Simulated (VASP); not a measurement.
Set up this calculation in VASP 6.6.1, as the native input.

* Task: single point
* Functional: PBEsol
* Potentials or basis: VASP PAW PBE potentials, release 64 (Pt, Mn_pv)
* Cutoff: 520 eV
* k mesh: 11 × 11 × 4
* Occupations: fermi-dirac, width 0.05 eV
* Spin: collinear spin, ferromagnetic start
* Starting moments: [0.0, 0.0, 4.0] μB
* Dipole correction: no
* Further INCAR settings: ALGO = Fast; EDIFF = 1e-06; NBANDS = 28

The structure of MnPt2 lies in POSCAR:

```
MnPt2
1.0
    2.8960193503      0.0000000000      0.0000000000
   -1.4480096751      2.5080263272      0.0000000000
    0.0000000000      0.0000000000      6.6184678581
Pt Mn
2 1
Direct
    0.6666666667      0.3333333333      0.3162060000
    0.3333333333      0.6666666667      0.6837940000
    0.0000000000      0.0000000000      0.0000000000
```

One way to write it, as run:

INCAR

```
SYSTEM = MnPt2
PREC = Accurate
ENCUT = 520
EDIFF = 1E-6
ISMEAR = -1
SIGMA = 0.05
LREAL = .False.
LASPH = .True.
NELM = 150
ALGO = Fast
ISIF = 2
LWAVE = .False.
LCHARG = .True.
ISPIN = 2
MAGMOM = 0 0 4
LORBIT = 11
LMAXMIX = 4
GGA = PS
LELF = .True.
LVHAR = .True.
NBANDS = 28
```

KPOINTS

```
regular mesh
0
Gamma
  11 11 4
  0 0 0
```

Potentials or basis: VASP PAW PBE potentials, release 64 (Pt, Mn_pv).

The run is started by

```sh
$ cat potpaw_PBE.64/Pt/POTCAR potpaw_PBE.64/Mn_pv/POTCAR > POTCAR
$ mpirun -np 1 vasp_std > vasp.out
```

Results of the run:

* Pressure: -15.1 GPa
* Largest force: 0.040 eV/Å
* Net moment: 4.63 μB per cell
* Site moments: Pt +0.30; Mn +3.83 μB
* Valence electrons inside the program's atomic spheres: Pt 9.13; Mn 11.50

Caveat: the cell stands under tension; the PAW data sets were made with another functional, which shifts forces and pressure a little.

Wall time 70 s on 1 thread of Intel(R) Xeon(R) 6975P-C (Granite Rapids), on a shared host, peak memory 0.27 GiB.
